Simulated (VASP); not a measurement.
Al2Ru: single point with r2SCAN

Al2Ru:

```
CELL_PARAMETERS angstrom
3.12182 0.00000 0.00000
0.00000 3.12182 0.00000
0.00000 0.00000 8.44498
ATOMIC_POSITIONS crystal
Al 0.50000 0.50000 0.15909
Al 0.00000 0.00000 0.34091
Al 0.00000 0.00000 0.65909
Al 0.50000 0.50000 0.84091
Ru 0.00000 0.00000 0.00000
Ru 0.50000 0.50000 0.50000
```

| Item | Value |
| --- | --- |
| Program | VASP 6.6.1 |
| Task | single point |
| Functional | r2SCAN |
| Potentials or basis | VASP PAW PBE potentials, release 64 (Al, Ru_pv) |
| Cutoff | 520 eV |
| k mesh | 12 × 12 × 4 |
| Occupations | gaussian, width 0.1 eV |
| Spin | no spin polarisation |
| Dipole correction | no |
| Further INCAR settings | ALGO = Normal; EDIFF = 1e-07; NBANDS = 29 |

```
Pressure               : -0.1 GPa
Largest force          : 0.008 eV/Å
Band gap on the k mesh : zero (bands 20 and 21 overlap by 0.04 eV)
```

Forces on the atoms (eV/Å):
```
Al   0.000  0.000  0.008
Al   0.000  0.000 -0.008
Al   0.000  0.000  0.008
Al   0.000  0.000 -0.008
Ru   0.000  0.000  0.000
Ru   0.000  0.000  0.000
```

Stress tensor (GPa, compression positive):
```
-0.07  0.00  0.00
 0.00 -0.07  0.00
 0.00  0.00 -0.19
```

Levels at points of the mesh, in eV from the Fermi level:
```
           k point  band 17  band 18  band 19  band 20  band 21  band 22  band 23  band 24
(0.00, 0.00, 0.00)    -1.78    -1.78    -1.20    -1.18     2.48     3.30     3.30     4.70
(0.50, 0.00, 0.00)    -2.64    -2.64    -1.66    -1.66     0.57     0.57     3.02     3.02
(0.50, 0.50, 0.00)    -1.29    -1.29    -0.51    -0.51     0.36     0.36     1.95     1.95
(0.00, 0.00, 0.50)    -2.03    -2.03    -1.19    -1.19     4.26     4.26     4.26     4.26
(0.50, 0.00, 0.50)    -2.86    -2.86    -1.65    -1.65     0.64     0.64     3.19     3.19
(0.50, 0.50, 0.50)    -1.96    -1.96    -0.56    -0.56     0.36     0.36     1.43     1.43
```

Run time: 4.2 min on 1 thread of Intel(R) Xeon(R) Platinum 8488C (Sapphire Rapids) (shared host), peak memory 0.3 GiB.

Caveat: the PAW data sets were made with another functional, which shifts forces and pressure a little.
